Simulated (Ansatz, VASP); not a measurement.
**Rb in VASP and in Ansatz**

Contents of INCAR:

```
ALGO = Normal ; EDIFF = 1E-6
ENCUT = 520 ; ISIF = 2
ISMEAR = -1 ; LASPH = T
LCHARG = F ; LREAL = F
LWAVE = F ; NBANDS = 10
NELM = 60 ; PREC = Accurate
SIGMA = 0.1
```

File KPOINTS:

```
k-points
0
Gamma
  8 8 8
```

File POSCAR:

```
Rb
1.0
    4.2743179240      0.0000000000      0.0000000000
    0.0000000000      4.2743179240      0.0000000000
    0.0000000000      0.0000000000      4.2743179240
Rb
1
Direct
    0.0000000000      0.0000000000      0.0000000000
```

Input for Ansatz:

```yaml
crystal:
  lattice:
    - [4.274317924, 0.0, 0.0]
    - [0.0, 4.274317924, 0.0]
    - [0.0, 0.0, 4.274317924]
  atoms:
    - { symbol: Rb, position: [0.0, 0.0, 0.0] }
hamiltonian:
  xc: lda
  pseudopotentials:
    kind: paw
    azcp:
      Rb: "pseudopotentials/Rb.paw.azcp"
basis:
  ecutwfc: 420
  fft_grid_basis: typed
kpoints:
  mp_grid: { grid: [8, 8, 8], shift: [0, 0, 0] }
magnetization:
  spin_polarized: false
scf:
  occupations: { method: fermi_dirac, width: 0.1 }
  lower_state_search: "off"
output:
  stress: true
```

Alike in both runs: task single point; functional LDA; k mesh 8 × 8 × 8; occupations fermi-dirac, width 0.1 eV; no spin polarisation.

|  | VASP | Ansatz |
| --- | --- | --- |
| version | VASP 6.6.1 | Ansatz 0.2.0 |
| potentials or method | VASP PAW LDA potentials, release 64 (Rb_sv), cutoff 520 eV | plane waves (420 eV) with PAW, scalar-relativistic |
| valence electrons in the cell | 9 | 9 |

|  | VASP | Ansatz | Ansatz less VASP |
| --- | --- | --- | --- |
| pressure (GPa) | 0.2 | 0.2 | +0.01 |

Ansatz warns that its potentials were made for another functional, while VASP's fit it. LDA's correlation is that of Perdew and Zunger in VASP and of Perdew and Wang (1992) in Ansatz.
